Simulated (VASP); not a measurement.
**CdSe: single point with PBE**

The system is CdSe.

```xyz
2
Lattice="0.1045 3.1723 3.1723 3.1723 0.1045 3.1723 3.1723 3.1723 0.1045" Properties=species:S:1:pos:R:3 pbc="T T T"
Cd    0.0177    0.0177    0.0177
Se    1.5946    1.5946    1.5946
```

This cell differs from its parent crystal: strain along [111] +5.1%.

```json
{
 "Program": "VASP 6.6.1",
 "Task": "single point",
 "Functional": "PBE",
 "Potentials or basis": "VASP PAW PBE potentials, release 64 (Cd, Se)",
 "Cutoff": "500 eV",
 "k mesh": "8 × 8 × 8",
 "Occupations": "fermi-dirac, width 0.02 eV",
 "Spin": "no spin polarisation"
}
```

```json
{
 "Pressure": "-0.7 GPa",
 "Largest force": "0.011 eV/Å",
 "Band gap on the k mesh": "0.37 eV"
}
```

Forces on the atoms (eV/Å):
```
Cd   0.007  0.007  0.007
Se  -0.007 -0.007 -0.007
```

Stress tensor (GPa, compression positive):
```
-0.68 -0.77 -0.77
-0.77 -0.68 -0.77
-0.77 -0.77 -0.68
```

Levels at points of the mesh, in eV from the valence-band top:
| k point | band 6 | band 7 | band 8 | band 9 | band 10 | band 11 | band 12 | band 13 |
| --- | --- | --- | --- | --- | --- | --- | --- | --- |
| (0.00, 0.00, 0.00) | -7.48 | -0.23 | 0.00 | 0.00 | 0.37 | 5.56 | 6.04 | 6.04 |
| (0.50, 0.00, 0.00) | -7.23 | -4.00 | -0.84 | -0.67 | 2.12 | 6.22 | 6.32 | 7.16 |
| (0.50, 0.50, 0.00) | -7.19 | -3.81 | -1.79 | -1.55 | 3.09 | 3.70 | 8.58 | 9.67 |
| (0.50, 0.50, 0.50) | -7.29 | -4.13 | -0.59 | -0.59 | 2.49 | 6.58 | 6.58 | 6.91 |

Run time: 100 s on 1 thread of Intel Xeon 8259CL, on a shared host, peak memory 0.24 GiB.

Caveat: the cell differs from its parent crystal (strain along [111] +5.1%).
